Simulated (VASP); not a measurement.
Input of a VASP 6.6.1 run:

Contents of INCAR:

```
  PREC = Accurate
  ENCUT = 520
  EDIFF = 1E-6
  ISMEAR = 0
  SIGMA = 0.05
  LREAL = F
  LASPH = T
  NELM = 100
  ALGO = Normal
  ISIF = 2
  LWAVE = F
  LCHARG = T
  GGA = PE
  IVDW = 12
  LELF = T
  LVHAR = T
  NBANDS = 35
```

KPOINTS

```
Automatic mesh
0
Gamma
  12 12 4
```

Contents of POSCAR:

```
MoS2
1.0
    3.1493511256      0.0000000000      0.0000000000
   -1.5746755628      2.7274180802      0.0000000000
    0.0000000000      0.0000000000     12.0907538840
Mo S
2 4
Direct
    0.3333333333      0.6666666667      0.2459787189
    0.6666666667      0.3333333333      0.7540212811
    0.3333333333      0.6666666667      0.6142874817
    0.6666666667      0.3333333333      0.1266936559
    0.3333333333      0.6666666667      0.8733063441
    0.6666666667      0.3333333333      0.3857125183
```

Potentials or basis: VASP PAW PBE potentials, release 64 (Mo_sv, S).

The run is started by

```bash
$ cat potpaw_PBE.64/Mo_sv/POTCAR potpaw_PBE.64/S/POTCAR > POTCAR
$ mpirun -np 1 vasp_std > vasp.out
```

What does it give for the largest force?

3.731 eV/Å.

What does it give for the band gap on the k mesh?

0.39 eV (least direct gap 1.50 eV).

Forces on the atoms (eV/Å):
```
Mo   0.000  0.000  3.731
Mo   0.000  0.000 -3.731
S    0.000  0.000  1.665
S    0.000  0.000 -2.185
S    0.000  0.000  2.185
S    0.000  0.000 -1.665
```

Caveat: the cell differs from its parent crystal (atoms displaced along a vibrational mode); semilocal functionals underestimate gaps, and a narrow one can read as zero; forces of over 1 eV/Å act on the atoms, so gaps and moduli don't describe the material at rest. A k mesh can miss the band edges.
